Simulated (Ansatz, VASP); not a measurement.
# One calculation of BiAs3, two programs

```
CELL_PARAMETERS angstrom
4.47884 0.00000 0.00000
0.00000 4.47884 0.00000
0.00000 0.00000 4.47884
ATOMIC_POSITIONS crystal
Bi 0.00000 0.00000 0.00000
As 0.00000 0.50000 0.50000
As 0.50000 0.00000 0.50000
As 0.50000 0.50000 0.00000
```

Alike in both runs: functional PBE; k mesh 10 × 10 × 10; occupations gaussian, width 0.1 eV; no spin polarisation.

Ansatz relaxed the structure, and its values are those at the end. VASP's run is a single point on that final structure, the one shown.

|  | VASP | Ansatz |
| --- | --- | --- |
| version | VASP 6.6.1 | Ansatz 0.2.0 |
| potentials or method | VASP PAW PBE potentials, release 64 (Bi_d, As), cutoff 520 eV | scalar-relativistic, plane waves, PAW |
| valence electrons in the cell | 30 | 60 |

```csv
,VASP,Ansatz,Ansatz less VASP
gap on the k mesh at the Fermi level (eV),none,none,-
pressure (GPa),0.0,0.0,+0.01
```

A gap of «none» marks a metal or a gap that the smearing closes. VASP's potentials hold 30 valence electrons a cell and Ansatz's 60, so a difference there can come from the potentials and not from the codes.

Spin-orbit coupling is off throughout.
